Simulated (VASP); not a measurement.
# LiNbO3 (R3c) in VASP: relaxation of the atoms with PBE

Aim: the relaxation of the atoms of LiNbO3 with PBE.

All numbers are computed with VASP 6.6.1; they aren't measurements. Logs are shortened: lines on timing, memory, paths and dates and some standing lists are left out, and cuts for length are marked.

## Step 1: The cell of the first run

Symmetry: R3c, No. 161, trigonal system. Conventional cell: a = 5.190 Å, b = 5.190 Å, c = 14.017 Å, α = 90.00°, β = 90.00°, γ = 120.00°. Li (site symmetry 3) has 6 O at 2.08 to 2.27 Å within 2.8 Å. Nb (site symmetry 3) has 6 O at 1.88 to 2.16 Å within 2.5 Å. Within 2.5 Å of O (site symmetry 1) lie 2 Nb at 1.88 to 2.16 Å and 2 Li at 2.08 to 2.27 Å. O (site symmetry 1) has 2 Nb at 1.88 to 2.16 Å and 2 Li at 2.08 to 2.27 Å within 2.5 Å. O (site symmetry 1) has 2 Nb at 1.88 to 2.16 Å and 2 Li at 2.08 to 2.27 Å within 2.5 Å.

## Step 2: Relaxation of the atoms, PBE

INCAR reads:

```
PREC     = Accurate       # precision mode
ENCUT    = 520            # plane-wave cutoff, eV
EDIFF    = 1E-6           # SCF threshold, eV
ISMEAR   = -1             # smearing method
SIGMA    = 0.01           # smearing width, eV
LREAL    = Auto         
LASPH    = True           # aspherical terms in the spheres
NELM     = 100            # most SCF steps
ALGO     = Normal         # electronic algorithm
ISIF     = 2              # what is computed and relaxed
LWAVE    = False          # write WAVECAR
LCHARG   = False          # write CHGCAR
GGA      = PE             # functional
IBRION   = 2              # ionic algorithm
NSW      = 100            # ionic steps
EDIFFG   = -0.03          # ionic threshold
```

KPOINTS reads:

```
Automatic mesh
0
Gamma
  1 1 1
  0.25 0.25 0.25
```

POSCAR reads:

```
LiNbO3
1.0
    2.5949501400      1.4981951600      4.6722232500
   -5.1899002700      2.9963903200      9.3444465000
    0.0000000000     -5.9927806400      9.3444465000
Li Nb O
8 8 24
Direct
    0.7183582900      0.3591791450      0.3591791450
    0.2183582900      0.1091791450      0.1091791450
    0.7183582900      0.3591791450      0.8591791450
    0.2183582900      0.1091791450      0.6091791450
    0.7183582900      0.8591791450      0.3591791450
    0.2183582900      0.6091791450      0.1091791450
    0.7183582900      0.8591791450      0.8591791450
    0.2183582900      0.6091791450      0.6091791450
    0.9994820100      0.4997410050      0.4997410050
    0.4994820100      0.2497410050      0.2497410050
    0.9994820100      0.4997410050      0.9997410050
    0.4994820100      0.2497410050      0.7497410050
    0.9994820100      0.9997410050      0.4997410050
    0.4994820100      0.7497410050      0.2497410050
    0.9994820100      0.9997410050      0.9997410050
    0.4994820100      0.7497410050      0.7497410050
    0.2789058900      0.3209637500      0.4447556600
    0.6419275000      0.4447556600      0.1394529450
    0.8895113200      0.1394529450      0.3209637500
    0.3895113200      0.0709637500      0.3894529450
    0.7789058900      0.1947556600      0.0709637500
    0.1419275000      0.3894529450      0.1947556600
    0.2789058900      0.3209637500      0.9447556600
    0.6419275000      0.4447556600      0.6394529450
    0.8895113200      0.1394529450      0.8209637500
    0.3895113200      0.0709637500      0.8894529450
    0.7789058900      0.1947556600      0.5709637500
    0.1419275000      0.3894529450      0.6947556600
    0.2789058900      0.8209637500      0.4447556600
    0.6419275000      0.9447556600      0.1394529450
    0.8895113200      0.6394529450      0.3209637500
    0.3895113200      0.5709637500      0.3894529450
    0.7789058900      0.6947556600      0.0709637500
    0.1419275000      0.8894529450      0.1947556600
    0.2789058900      0.8209637500      0.9447556600
    0.6419275000      0.9447556600      0.6394529450
    0.8895113200      0.6394529450      0.8209637500
    0.3895113200      0.5709637500      0.8894529450
    0.7789058900      0.6947556600      0.5709637500
    0.1419275000      0.8894529450      0.6947556600
```

Potentials or basis: VASP PAW PBE potentials, release 64 (Li_sv, Nb_sv, O).

Command:

```console
cat potpaw_PBE.64/Li_sv/POTCAR potpaw_PBE.64/Nb_sv/POTCAR potpaw_PBE.64/O/POTCAR > POTCAR
mpirun -np 1 vasp_std > vasp.out
```

OUTCAR:

```text
PREC = Accurate
   ENCUT = 520
   EDIFF = 1E-6
   ISMEAR = -1
   LREAL = Auto
   LASPH = True
   NELM = 100
   ISIF = 2
   GGA = PE
   IBRION = 2
   NSW = 100
   EDIFFG = -0.03

 ion  position               nearest neighbor table
   1  0.718  0.359  0.359-  27 2.08  32 2.08  22 2.08  19 2.27  18 2.27  17 2.27
   2  0.218  0.109  0.109-  23 2.08  19 2.08  30 2.08  34 2.27  26 2.27  21 2.27
   3  0.718  0.359  0.859-  21 2.08  38 2.08  28 2.08  25 2.27  24 2.27  23 2.27
   4  0.218  0.109  0.609-  17 2.08  25 2.08  36 2.08  40 2.27  20 2.27  27 2.27
   5  0.718  0.859  0.359-  39 2.08  20 2.08  34 2.08  31 2.27  30 2.27  29 2.27
   6  0.218  0.609  0.109-  35 2.08  31 2.08  18 2.08  22 2.27  38 2.27  33 2.27
[... 8 lines left out ...]
  15  0.999  1.000  1.000-  25 1.88  35 1.88  30 1.88  21 2.16  34 2.16  26 2.16
  16  0.499  0.750  0.750-  38 1.88  39 1.88  40 1.88  36 2.16  35 2.16  37 2.16
  17  0.279  0.321  0.445-   9 1.88   4 2.08  10 2.16   1 2.27
[... 21 lines left out ...]
  39  0.779  0.695  0.571-  16 1.88   5 2.08   9 2.16   8 2.27
  40  0.142  0.889  0.695-  16 1.88   7 2.08  13 2.16   4 2.27

  LATTYP: Found a base centered monoclinic cell.
 ALAT       =    15.1977748256
 B/A-ratio  =     0.6829815986
 C/A-ratio  =     0.3652177898
 COS(beta)  =    -0.0918250328

  Lattice vectors:

 A1 = (   7.7848504100,  -1.4981951600,  -4.6722232500)
 A2 = (   2.5949501400,   7.4909758000,  -4.6722232500)
 A3 = (   2.5949501400,   1.4981951600,   4.6722232500)

Analysis of symmetry for initial positions (statically):
=====================================================================
 Subroutine PRICEL returns following result:

  LATTYP: Found a trigonal (rhomboedric) cell.
 ALAT       =     5.5504977289
 COS(alpha) =     0.5628563531

  Lattice vectors:

 A1 = (   2.5949501400,   1.4981951600,   4.6722232500)
 A2 = (  -2.5949501350,   1.4981951600,   4.6722232500)
 A3 = (   0.0000000000,  -2.9963903200,   4.6722232500)

   4 primitive cells build up your supercell.

 Routine SETGRP: Setting up the symmetry group for a
 base centered monoclinic supercell.

 Subroutine GETGRP returns: Found  2 space group operations
 (whereof  1 operations were pure point group operations)
 out of a pool of  4 trial point group operations.

The static configuration has the point symmetry C_1 .
 The point group associated with its full space group is C_1h.

Analysis of symmetry for dynamics (positions and initial velocities):
=====================================================================
 Subroutine PRICEL returns following result:

  LATTYP: Found a trigonal (rhomboedric) cell.
[... 119 lines left out ...]
   POTIM  = 0.5000    time-step for ionic-motion
   TEBEG  =    0.0;   TEEND  =   0.0 temperature during run
   PSTRESS=    0.0 pullay stress
   NELECT =     272.0000    total number of electrons
   NUPDOWN=      -1.0000    fix difference up-down
   EMIN   =  10.00;   EMAX   =-10.00  energy-range for DOS
   EFERMI =   0.00;   METHOD = LEGACY
   ISMEAR =    -1;   SIGMA  =   0.01  broadening in eV -4-tet -1-fermi 0-gaus
   EFERMI_NEDOS =   21; number of points for ismear=-14 and -15
   IALGO  =     38    algorithm
   IMIX   =      4    mixing-type and parameters
     AMIX     =   0.40;   BMIX     =  1.00
     AMIX_MAG =   1.60;   BMIX_MAG =  1.00
  volume/ion in A,a.u.               =      10.90        73.55
  Fermi-wavevector in a.u.,A,eV,Ry     =   1.398901  2.643540 26.625577  1.956925
  Thomas-Fermi vector in A             =   2.522014
   LORBIT       =      0    0 simple, 1 ext, 2 COOP (PROOUT), +10 PAW based schemes
   GGA     = PE    functional components
   LHFCALC =     F    Hartree Fock is set to
   AEXX    =    0.0000 exact exchange contribution
   IVDW    =     0    specifies the selected vdW correction
   LEPSILON=     F    determine dielectric tensor
   LRPA    =     F    only Hartree local field effects (RPA)
 conjugate gradient relaxation of ions
 non-spin polarized calculation
  energy-cutoff  :      520.00
  volume of cell :      435.95
 maximum number of plane-waves:     11741
 NGX is ok and might be reduce to    42
   NGX = 21   NGY = 41   NGZ = 41

--------------------------------------- Ionic step        1  -------------------------------------------

 number of electron     271.9999994 magnetization

 Free energy of the ion-electron system (eV)
  ---------------------------------------------------
  ext. energy  EPLUGINS =         0.00000000
  ---------------------------------------------------
  free energy    TOTEN  =      -320.22213952 eV

  energy without entropy =     -320.22213952  energy(sigma->0) =     -320.22213952

------------------------ aborting loop because EDIFF is reached ----------------------------------------

  FORCE on cell =-STRESS in cart. coord.  units (eV):
  Direction    XX          YY          ZZ          XY          YZ          ZX
  --------------------------------------------------------------------------------------
  -------------------------------------------------------------------------------------
  Total       -0.9064229     -0.9351428     -1.1713709      0.0248722     -0.1069126     -0.1851779
  in kB       -3.3312651     -3.4368160     -4.3049964      0.0914098     -0.3929227     -0.6805616
  external PRESSURE =      -3.6910259 kB  Pullay stress =       0.0000000 kB
[... 431 lines left out ...]
--------------------------------------- Ionic step        7  -------------------------------------------

 number of electron     271.9999996 magnetization

 Free energy of the ion-electron system (eV)
  ---------------------------------------------------
  ext. energy  EPLUGINS =         0.00000000
  ---------------------------------------------------
  free energy    TOTEN  =      -320.22783514 eV

  energy without entropy =     -320.22783514  energy(sigma->0) =     -320.22783514

 E-fermi :   3.6075     XC(G=0): -10.6656

 val. band max:        3.2717016611   @ k =   0.2500   0.2500   0.2500
 cond. band min:       6.9389070388   @ k =   0.2500   0.2500   0.2500
 fundamental gap:      3.6672053778
 Fermi energy:         3.6074849673

 k-point     1 :       0.2500    0.2500    0.2500
  band No.  band energies     occupation
      1     -50.9187      2.00000
      2     -50.9142      2.00000
      3     -50.9133      2.00000
      4     -50.9133      2.00000
      5     -50.9133      2.00000
      6     -50.9133      2.00000
[... 140 lines left out ...]
    147       7.8400      0.00000
    148       7.8400      0.00000
 [bands above 148 left out]

------------------------ aborting loop because EDIFF is reached ----------------------------------------

  FORCE on cell =-STRESS in cart. coord.  units (eV):
  Direction    XX          YY          ZZ          XY          YZ          ZX
  --------------------------------------------------------------------------------------
  -------------------------------------------------------------------------------------
  Total       -1.0487798     -0.9468608     -1.3966518     -0.0882645     -0.0110275     -0.0191001
  in kB       -3.8544523     -3.4798816     -5.1329437     -0.3243877     -0.0405279     -0.0701962
  external PRESSURE =      -4.1557592 kB  Pullay stress =       0.0000000 kB
[... 55 lines left out ...]
  FREE ENERGIE OF THE ION-ELECTRON SYSTEM (eV)
  ---------------------------------------------------
  free  energy   TOTEN  =      -320.2278351406 eV

  energy  without entropy=     -320.2278351406  energy(sigma->0) =     -320.22783514

 reached required accuracy - stopping structural energy minimisation
```

Run time: 22 min. Hardware: 1 thread of AMD EPYC 7R43 (Zen 3), shared host; peak memory 0.65 GiB.

What came out:

* Free energy: -320.2278 eV
* Energy gained by relaxing: 0.1 meV/atom
* Ionic steps: 7
* Largest force after relaxing: 0.012 eV/Å
* Band gap on the k mesh: 3.67 eV

Forces in eV/Å, atoms in the order of the input:
```
Li  -0.003 -0.001  0.006
Li  -0.002 -0.002  0.006
Li  -0.003 -0.001  0.006
Li  -0.002 -0.002  0.006
Li  -0.003 -0.001  0.006
Li  -0.002 -0.002  0.006
Li  -0.003 -0.001  0.006
Li  -0.002 -0.002  0.006
Nb  -0.004  0.010 -0.004
Nb   0.007 -0.008 -0.004
Nb  -0.004  0.010 -0.004
Nb   0.007 -0.008 -0.004
Nb  -0.004  0.010 -0.004
Nb   0.007 -0.008 -0.004
Nb  -0.004  0.010 -0.004
Nb   0.007 -0.008 -0.004
O   -0.001  0.005  0.000
O    0.007 -0.004 -0.004
O   -0.008  0.004  0.002
O   -0.001 -0.008  0.002
O    0.004 -0.003  0.000
O    0.000  0.008 -0.004
O   -0.001  0.005  0.000
O    0.007 -0.004 -0.004
O   -0.008  0.004  0.002
O   -0.001 -0.008  0.002
O    0.004 -0.003  0.000
O    0.000  0.008 -0.004
O   -0.001  0.005  0.000
O    0.007 -0.004 -0.004
O   -0.008  0.004  0.002
O   -0.001 -0.008  0.002
O    0.004 -0.003  0.000
O    0.000  0.008 -0.004
O   -0.001  0.005  0.000
O    0.007 -0.004 -0.004
O   -0.008  0.004  0.002
O   -0.001 -0.008  0.002
O    0.004 -0.003  0.000
O    0.000  0.008 -0.004
```

Step by step:
```csv
step,energy change (eV),largest force (eV/Å),pressure (GPa)
1,0.0000,0.0948,-0.37
2,-0.0036,0.0459,-0.57
3,-0.0039,0.0500,-0.65
4,-0.0054,0.0301,-0.51
5,-0.0054,0.0347,-0.48
6,-0.0054,0.0514,-0.35
7,-0.0057,0.0117,-0.42
```

Final structure:
```
Li Nb O
1.0
     2.59495    1.49820    4.67222
    -5.18990    2.99639    9.34445
     0.00000   -5.99278    9.34445
Li Nb O
8 8 24
Direct
  0.71824 0.35925 0.35918
  0.21824 0.10918 0.10925
  0.71824 0.35925 0.85918
  0.21824 0.10918 0.60925
  0.71824 0.85925 0.35918
  0.21824 0.60918 0.10925
  0.71824 0.85925 0.85918
  0.21824 0.60918 0.60925
  0.99961 0.50021 0.50015
  0.49961 0.25015 0.25021
  0.99961 0.50021 0.00015
  0.49961 0.25015 0.75021
  0.99961 0.00021 0.50015
  0.49961 0.75015 0.25021
  0.99961 0.00021 0.00015
  0.49961 0.75015 0.75021
  0.27818 0.32143 0.44404
  0.64242 0.44443 0.13938
  0.88974 0.13913 0.32098
  0.38974 0.07098 0.38913
  0.77818 0.19404 0.07143
  0.14242 0.38938 0.19443
  0.27818 0.32143 0.94404
  0.64242 0.44443 0.63938
  0.88974 0.13913 0.82098
  0.38974 0.07098 0.88913
  0.77818 0.19404 0.57143
  0.14242 0.38938 0.69443
  0.27818 0.82143 0.44404
  0.64242 0.94443 0.13938
  0.88974 0.63913 0.32098
  0.38974 0.57098 0.38913
  0.77818 0.69404 0.07143
  0.14242 0.88938 0.19443
  0.27818 0.82143 0.94404
  0.64242 0.94443 0.63938
  0.88974 0.63913 0.82098
  0.38974 0.57098 0.88913
  0.77818 0.69404 0.57143
  0.14242 0.88938 0.69443
```

Caveat: the k points lie up to 1.14 Å⁻¹ apart; the cutoff is under 1.25 times the usual one of these potentials, so pressure, stress and relaxed cells hold a basis-set (Pulay) error; a shifted mesh leaves out Γ, where band edges can lie.
